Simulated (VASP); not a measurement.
The system is Bi.

```
CELL_PARAMETERS angstrom
3.57310 0.00000 0.00000
-1.78655 3.09439 0.00000
0.00000 0.00000 5.78842
ATOMIC_POSITIONS crystal
Bi 0.33333 0.66667 0.25000
Bi 0.66667 0.33333 0.75000
```

This isn't the form of Bi at room conditions, which is rhombohedral.

* Program: VASP 6.6.1
* Task: relaxation of cell and atoms
* Functional: PBE
* Potentials or basis: VASP PAW PBE potentials, release 64 (Bi_d)
* Cutoff: 600 eV
* k mesh: 13 × 13 × 7
* Occupations: fermi-dirac, width 0.05 eV
* Spin: no spin polarisation

At the start: pressure -0.5 GPa; volume 32.00 Å³/atom.

Question: Where does the relaxation end?

Answer: Over 25 steps the energy falls by 4.4 meV/atom and the volume is 31.79 Å³/atom (-0.7 %); space group P6_3/mmc (No. 194, to 0.1 Å) before and after.

Step by step:
```csv
step,energy change (eV),largest force (eV/Å),pressure (GPa),volume (Å³)
1,0.0000,0.0000,-0.48,64.00
2,-0.0007,0.0000,0.25,63.12
3,-0.0009,0.0000,0.01,63.40
4,-0.0009,0.0000,0.01,63.39
5,-0.0009,0.0000,0.14,63.26
6,-0.0009,0.0000,0.03,63.38
7,-0.0010,0.0000,0.04,63.38
8,-0.0012,0.0000,0.05,63.38
9,-0.0021,0.0000,0.06,63.39
10,-0.0055,0.0000,0.08,63.40
11,-0.0078,0.0000,0.23,63.37
12,-0.0085,0.0000,0.16,63.39
13,-0.0086,0.0000,0.18,63.39
14,-0.0087,0.0000,0.08,63.50
15,-0.0087,0.0000,0.06,63.50
16,-0.0087,0.0000,0.10,63.47
17,-0.0087,0.0000,0.12,63.48
18,-0.0087,0.0000,0.12,63.49
19,-0.0087,0.0000,0.09,63.50
20,-0.0087,0.0000,0.12,63.50
21,-0.0087,0.0000,0.06,63.56
22,-0.0087,0.0000,-0.03,63.64
23,-0.0087,0.0000,-0.02,63.62
24,-0.0087,0.0000,-0.02,63.61
25,-0.0087,0.0000,0.01,63.58
```

Final structure:
```
Bi
1.0
     3.49484    0.00000    0.00000
    -1.74742    3.02662    0.00000
     0.00000    0.00000    6.01104
Bi
2
Direct
  0.33333 0.66667 0.25000
  0.66667 0.33333 0.75000
```
